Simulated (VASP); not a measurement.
Here is a VASP 6.6.1 calculation.

Contents of INCAR:

```
SYSTEM = Y
  PREC = Accurate
  ENCUT = 520
  EDIFF = 1E-6
  ISMEAR = 0
  SIGMA = 0.15
  LREAL = .FALSE.
  LASPH = .TRUE.
  NELM = 60
  ALGO = Fast
  ISIF = 2
  LWAVE = .FALSE.
  LCHARG = .FALSE.
  GGA = PS
  NBANDS = 18
```

File KPOINTS:

```
regular mesh
0
G
  18 18 8
  0 0 0
```

The input POSCAR:

```
Y
1.0
    3.6514992371      0.0000000000      0.0000000000
   -1.8257496185      3.1622911012      0.0000000000
    0.0000000000      0.0000000000      5.7474000000
Y
2
Direct
    0.3638784601      0.6890272514      0.2500000000
    0.6666666667      0.3333333333      0.7500000000
```

Potentials or basis: VASP PAW PBE potentials, release 64 (Y_sv).

Command:

```bash
$ cat potpaw_PBE.64/Y_sv/POTCAR > POTCAR
$ mpirun -np 1 vasp_std > vasp.out
```

**Question.** Estimate the band gap on the k mesh.

**Answer.** Zero (band 11 reaches 3.76 eV, above the bottom of band 12 at 2.36 eV).

**Question.** Estimate the pressure.

**Answer.** -2.3 GPa.

**Question.** Predict the largest force.

**Answer.** 0.114 eV/Å.

Forces in eV/Å, atoms in the order of the input:
```
Y   -0.078 -0.083  0.000
Y    0.078  0.083  0.000
```

Caveat: the cell differs from its parent crystal (atom 1 (Y) moved by (+0.100, +0.000) A along [1 1 0] and z); the PAW data sets were made with another functional, which shifts forces and pressure a little.
